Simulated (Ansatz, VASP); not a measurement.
Two plane-wave programs on Cu

```xyz
4
Lattice="2.5804 0.0000 0.0000 -1.2902 2.2347 0.0000 0.0000 0.0000 8.4239" Properties=species:S:1:pos:R:3 pbc="T T T"
Cu    1.2902    0.7449    6.3179
Cu    0.0000    0.0000    4.2119
Cu    0.0000    1.4898    2.1060
Cu    0.0000    0.0000    0.0000
```

Alike in both runs: task single point; functional PBEsol; k mesh 12 × 12 × 4; occupations fermi-dirac, width 0.05 eV; no spin polarisation.

|  | VASP | Ansatz |
| --- | --- | --- |
| version | VASP 6.6.1 | Ansatz 0.2.0 |
| potentials or method | VASP PAW PBE potentials, release 64 (Cu_sv_GW) | Ansatz PAW |
| plane-wave cutoff (eV) | 820 | 420 |
| valence electrons in the cell | 76 | 76 |

Ansatz gave:

```
gap on the k mesh at the Fermi level (eV)                     : none
pressure (GPa)                                                : -9.8
traceless stress, the component that is largest in VASP (GPa) : -0.34
```

Question: Which values does VASP return?

Answer: gap on the k mesh at the Fermi level (eV): none; pressure (GPa): -11.0; traceless stress, the component that is largest in VASP (GPa): -0.35.

VASP's potentials were made for PBE, not for PBEsol. A gap of «none» marks a metal or a gap that the smearing closes. The functional is the same, so the differences come from potentials, cutoffs and numerics.
